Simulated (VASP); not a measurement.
Wanted: the native input for a VASP 6.6.1 run.

```
Task                   : single point
Functional             : PBE
Potentials or basis    : VASP PAW PBE potentials, release 64 (Al, N)
Cutoff                 : 520 eV
k mesh                 : 12 × 12 × 6
Occupations            : gaussian, width 0.02 eV
Spin                   : no spin polarisation
Dipole correction      : no
Further INCAR settings : ALGO = Normal; EDIFF = 1e-07; NBANDS = 16
```

The structure of AlN lies in POSCAR:

```
AlN
1.0
    3.1302084203      0.0000000000      0.0000000000
   -1.5651042102      2.7108400111      0.0000000000
    0.0000000000      0.0000000000      5.0180433215
Al N
2 2
Direct
    0.6666666667      0.3333333333      0.4992342258
    0.3333333333      0.6666666667      0.9992342258
    0.6666666667      0.3333333333      0.8807657742
    0.3333333333      0.6666666667      0.3807657742
```

One way to write it, as run:

INCAR

```
SYSTEM = AlN
PREC = Accurate
ENCUT = 520
EDIFF = 1E-7
ISMEAR = 0
SIGMA = 0.02
LREAL = .False.
LASPH = .True.
NELM = 60
ALGO = Normal
ISIF = 2
LWAVE = .False.
LCHARG = .True.
GGA = PE
LELF = .True.
LVHAR = .True.
NBANDS = 16
```

KPOINTS

```
Automatic mesh
0
Gamma
  12 12 6
  0 0 0
```

Potentials or basis: VASP PAW PBE potentials, release 64 (Al, N).

Command:

```console
$ cat potpaw_PBE.64/Al/POTCAR potpaw_PBE.64/N/POTCAR > POTCAR
$ mpirun -np 1 vasp_std > vasp.out
```

Results of the run:

| Quantity | Value |
| --- | --- |
| Pressure | -0.3 GPa |
| Band gap on the k mesh | 4.04 eV, direct |

It took 15 s on 1 thread of Intel(R) Xeon(R) 6975P-C (Granite Rapids), on a shared host, peak memory 0.18 GiB.
